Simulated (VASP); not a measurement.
AgCl: relaxation of cell and atoms with r2SCAN

The system is AgCl.

```xyz
2
Lattice="2.7350 2.7350 0.0000 -2.7350 2.7350 0.0000 0.0000 2.7350 2.7350" Properties=species:S:1:pos:R:3 pbc="T T T"
Ag    0.0000    0.0000    0.0000
Cl    0.0000    2.7350    0.0000
```

| Item | Value |
| --- | --- |
| Program | VASP 6.6.1 |
| Task | relaxation of cell and atoms |
| Functional | r2SCAN |
| Potentials or basis | VASP PAW PBE potentials, release 64 (Ag, Cl) |
| Cutoff | 600 eV |
| k mesh | 12 × 12 × 12 |
| Occupations | fermi-dirac, width 0.1 eV |
| Spin | no spin polarisation |
| Dipole correction | no |
| Further INCAR settings | ALGO = Normal; EDIFF = 1e-07; IBRION = 2; EDIFFG = -0.002; NSW = 100; ISIF = 3 |

```
Relaxed volume                        : 21.29 Å³/atom
Relaxed cell                          : a = 3.920 Å, b = 3.920 Å, c = 3.920 Å, α = 60.00°, β = 60.00°, γ = 90.00°
Space group after relaxing (to 0.1 Å) : Fm-3m (No. 225)
Energy gained by relaxing             : 5.6 meV/atom
Ionic steps                           : 3
Pressure after relaxing               : 0.0 GPa
Band gap on the k mesh                : 1.42 eV (least direct gap 3.58 eV)
```

Step by step:
| step | energy change (eV) | largest force (eV/Å) | pressure (GPa) | volume (Å³) |
| --- | --- | --- | --- | --- |
| 1 | 0.0000 | 0.0000 | 2.28 | 40.92 |
| 2 | -0.0113 | 0.0000 | -0.10 | 42.66 |
| 3 | -0.0113 | 0.0000 | 0.00 | 42.58 |

Final structure:
```
Ag Cl
1.0
     2.77160    2.77160    0.00000
    -2.77160    2.77160    0.00000
     0.00000    2.77160    2.77160
Ag Cl
1 1
Cartesian
  0.0000 2.7716 2.7716
  0.0000 2.7716 0.0000
```

Levels at points of the mesh, in eV from the valence-band top:
```csv
k point,band 5,band 6,band 7,band 8,band 9,band 10,band 11,band 12,band 13
"(0.00, 0.00, 0.00)",-2.44,-2.44,-2.44,-2.39,-2.39,1.42,11.34,11.34,11.34
"(0.50, 0.00, 0.00)",-2.08,-2.08,-1.76,0.00,0.00,4.70,7.17,8.27,8.27
"(0.50, 0.50, 0.00)",-2.76,-2.20,-1.96,-1.96,-1.85,2.93,8.34,9.25,12.35
```

It took 2.5 min on 1 thread of Intel(R) Xeon(R) 6975P-C (Granite Rapids) (shared host), peak memory 0.23 GiB.

Caveat: the PAW data sets were made with another functional, which shifts forces and pressure a little. Zero-point motion and thermal expansion aren't in these numbers.
